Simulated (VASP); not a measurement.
# Ba3C (Pm-3m) in VASP: notebook, part 2 of 2

VASP 6.6.1.

## 5. Relaxation of cell and atoms, PBE

File INCAR:

```
ALGO = Fast
EDIFF = 1E-6
EDIFFG = -0.01
ENCUT = 600
GGA = PE
IBRION = 2
ISIF = 3
ISMEAR = 0
LASPH = True
LCHARG = False
LREAL = False
LWAVE = False
NELM = 60
NSW = 100
PREC = Accurate
SIGMA = 0.1
```

File KPOINTS:

```
k-points
0
Gamma
  10 10 10
```

File POSCAR:

```
Ba3C
1.0
    5.0722588159      0.0000000000      0.0000000000
    0.0000000000      5.0722588159      0.0000000000
    0.0000000000      0.0000000000      5.0722588159
Ba C
3 1
Direct
    0.0000000000      0.5000000000      0.5000000000
    0.5000000000      0.0000000000      0.5000000000
    0.5000000000      0.5000000000      0.0000000000
    0.0000000000      0.0000000000      0.0000000000
```

Potentials or basis: VASP PAW PBE potentials, release 64 (Ba_sv, C).

Started as:

```
$ cat potpaw_PBE.64/Ba_sv/POTCAR potpaw_PBE.64/C/POTCAR > POTCAR
$ mpirun -np 1 vasp_std > vasp.out
```

OUTCAR:

```text
EDIFF = 1E-6
   EDIFFG = -0.01
   ENCUT = 600
   GGA = PE
   IBRION = 2
   ISIF = 3
   ISMEAR = 0
   LASPH = True
   LREAL = False
   NELM = 60
   NSW = 100
   PREC = Accurate

 ion  position               nearest neighbor table
   1  0.000  0.500  0.500-   2 3.59   3 3.59   3 3.59   2 3.59   2 3.59   3 3.59   3 3.59   2 3.59

   2  0.500  0.000  0.500-   1 3.59   3 3.59   3 3.59   1 3.59   3 3.59   3 3.59   1 3.59   1 3.59

   3  0.500  0.500  0.000-   1 3.59   2 3.59   1 3.59   2 3.59   2 3.59   2 3.59   1 3.59   1 3.59

   4  0.000  0.000  0.000-

  LATTYP: Found a simple cubic cell.
 ALAT       =     5.0722588159

  Lattice vectors:

 A1 = (   5.0722588159,   0.0000000000,   0.0000000000)
 A2 = (   0.0000000000,   5.0722588159,   0.0000000000)
 A3 = (   0.0000000000,   0.0000000000,   5.0722588159)

Analysis of symmetry for initial positions (statically):
=====================================================================
 Subroutine PRICEL returns:
 Original cell was already a primitive cell.

 Routine SETGRP: Setting up the symmetry group for a
 simple cubic supercell.

 Subroutine GETGRP returns: Found 48 space group operations
 (whereof 48 operations were pure point group operations)
 out of a pool of 48 trial point group operations.
[... 177 lines left out ...]
  -------------------------------------------------------------------------------------
  Total        0.6741567      0.6741567      0.6741567     -0.0000000     -0.0000000      0.0000000
  in kB        8.2768907      8.2768907      8.2768907     -0.0000000     -0.0000000      0.0000000
  external PRESSURE =       8.2768907 kB  Pullay stress =       0.0000000 kB
[... 63 lines left out ...]
--------------------------------------- Ionic step        3  -------------------------------------------

 number of electron      34.0000001 magnetization

 Free energy of the ion-electron system (eV)
  ---------------------------------------------------
  ext. energy  EPLUGINS =         0.00000000
  ---------------------------------------------------
  free energy    TOTEN  =       -10.28574597 eV

  energy without entropy =      -10.27222429  energy(sigma->0) =      -10.27898513

 E-fermi :   3.0655     XC(G=0):  -8.9511

 val. band max:        3.0569206338   @ k =   0.5000   0.5000   0.5000
 cond. band min:       3.0796675480   @ k =   0.2000   0.1000   0.0000
 fundamental gap:      0.0227469142
 Fermi energy:         3.0655156158

 k-point     1 :       0.0000    0.0000    0.0000
  band No.  band energies     occupation
      1     -25.7616      2.00000
      2     -25.3205      2.00000
      3     -25.3205      2.00000
      4     -11.6339      2.00000
      5     -11.6339      2.00000
      6     -11.6339      2.00000
[... 565 lines left out ...]
     20       4.0968      0.00000
     21       4.3028      0.00000

 [... further k-points ...]

------------------------ aborting loop because EDIFF is reached ----------------------------------------

  FORCE on cell =-STRESS in cart. coord.  units (eV):
  Direction    XX          YY          ZZ          XY          YZ          ZX
  --------------------------------------------------------------------------------------
  -------------------------------------------------------------------------------------
  Total        0.0034986      0.0034986      0.0034986      0.0000000     -0.0000000      0.0000000
  in kB        0.0412099      0.0412099      0.0412099      0.0000000     -0.0000000      0.0000000
  external PRESSURE =       0.0412099 kB  Pullay stress =       0.0000000 kB
[... 19 lines left out ...]
  FREE ENERGIE OF THE ION-ELECTRON SYSTEM (eV)
  ---------------------------------------------------
  free  energy   TOTEN  =       -10.2857459687 eV

  energy  without entropy=      -10.2722242944  energy(sigma->0) =      -10.27898513

 reached required accuracy - stopping structural energy minimisation
```

OSZICAR:

```text
N       E                     dE             d eps       ncg     rms          rms(c)
DAV:   1     0.260306069855E+03    0.26031E+03   -0.16435E+04  2352   0.159E+03
DAV:   2     0.276480380036E+01   -0.25754E+03   -0.25291E+03  3618   0.274E+02
DAV:   3    -0.110863200234E+02   -0.13851E+02   -0.13480E+02  3016   0.657E+01
[... 51 lines left out ...]
RMM:   5    -0.102856579219E+02   -0.13667E-03   -0.10920E-03  2993   0.151E-01    0.559E-02
RMM:   6    -0.102857363262E+02   -0.78404E-04   -0.40270E-04  3237   0.800E-02    0.255E-02
RMM:   7    -0.102857440192E+02   -0.76930E-05   -0.69263E-05  3264   0.304E-02    0.833E-03
RMM:   8    -0.102857481211E+02   -0.41019E-05   -0.40418E-05  2759   0.214E-02    0.107E-02
RMM:   9    -0.102857456258E+02    0.24953E-05   -0.15001E-05  2094   0.142E-02    0.120E-03
RMM:  10    -0.102857459687E+02   -0.34288E-06   -0.73706E-06  1620   0.649E-03
   3 F= -.10285746E+02 E0= -.10278985E+02  d E =-.139314E-01
```

CONTCAR:

```text
Ba3C
   1.00000000000000
     5.1428150500155674    0.0000000000000000    0.0000000000000000
    -0.0000000000000000    5.1428150500155674    0.0000000000000000
     0.0000000000000000   -0.0000000000000000    5.1428150500155674
  Ba              C
     3     1
Direct
     0.0000000000000000    0.5000000000000000    0.5000000000000000
     0.5000000000000000    0.0000000000000000    0.5000000000000000
     0.5000000000000000    0.5000000000000000    0.0000000000000000
     0.0000000000000000    0.0000000000000000    0.0000000000000000

  0.00000000E+00  0.00000000E+00  0.00000000E+00
  0.00000000E+00  0.00000000E+00  0.00000000E+00
  0.00000000E+00  0.00000000E+00  0.00000000E+00
  0.00000000E+00  0.00000000E+00  0.00000000E+00
```

It took 15 min on 1 thread of Oxide Virtual Turin-like, shared host; peak memory 0.35 GiB.

Results:

- Free energy: -10.2857 eV
- Relaxed volume: 34.00 Å³/atom
- Relaxed cell: a = 5.143 Å, b = 5.143 Å, c = 5.143 Å, α = 90.00°, β = 90.00°, γ = 90.00°
- Space group after relaxing (to 0.1 Å): Pm-3m (No. 221)
- Energy gained by relaxing: 3.5 meV/atom
- Ionic steps: 3
- Pressure after relaxing: 0.0 GPa
- Band gap on the k mesh: zero (bands 17 and 18 overlap by 0.91 eV)

Step by step:
| step | energy change (eV) | largest force (eV/Å) | pressure (GPa) | volume (Å³) |
| --- | --- | --- | --- | --- |
| 1 | 0.0000 | 0.0000 | 0.83 | 130.50 |
| 2 | -0.0115 | 0.0000 | 0.33 | 133.71 |
| 3 | -0.0139 | 0.0000 | 0.00 | 136.02 |

Final structure:
```xyz
4
Lattice="5.1428 0.0000 0.0000 0.0000 5.1428 0.0000 0.0000 0.0000 5.1428" Properties=species:S:1:pos:R:3 pbc="T T T"
Ba    0.0000    2.5714    2.5714
Ba    2.5714    0.0000    2.5714
Ba    2.5714    2.5714    0.0000
C     0.0000    0.0000    0.0000
```

Levels at points of the mesh, in eV from the Fermi level:
```tsv
k point	band 13	band 14	band 15	band 16	band 17	band 18	band 19	band 20	band 21
(0.00, 0.00, 0.00)	-7.87	-2.40	-0.30	-0.30	-0.30	-0.18	0.26	0.27	0.27
(0.50, 0.00, 0.00)	-7.60	-1.80	-0.81	-0.54	-0.54	0.10	1.59	2.00	2.02
(0.50, 0.50, 0.00)	-7.60	-1.06	-0.90	-0.90	0.64	0.64	0.99	1.50	2.46
(0.50, 0.50, 0.50)	-7.80	-0.52	-0.52	-0.52	-0.01	-0.01	-0.01	1.01	2.09
```

Caveat: spin-orbit coupling is left out, which moves the levels of the heavy elements.

## 6. Overview

```tsv
task	cell	cutoff (eV)	gap on the mesh (eV)	pressure (GPa)	relaxed volume (Å³/atom)
single point	a = 5.072 Å, 4 atoms	520	none	0.8	-
relaxation of cell and atoms	relaxed from a = 4.902 Å, 4 atoms	600	none	0.0	34.06
relaxation of cell and atoms	relaxed from a = 5.072 Å, 4 atoms	600	none	0.0	34.00
```

Alike in all rows: level PBE; potentials or basis VASP PAW PBE potentials, release 64 (Ba_sv, C); no spin polarisation; k mesh 10 × 10 × 10; smearing gaussian 0.1 eV.

Caveats: spin-orbit coupling is left out, which moves the levels of the heavy elements; the volume moved by over 15 % at a fixed basis, so the end points are rough (at least some runs).

Total energies depend on the potentials used, so only differences within one code and one set of settings carry meaning.

The gap in the log of VASP goes by the Fermi energy; the results here count the filled bands.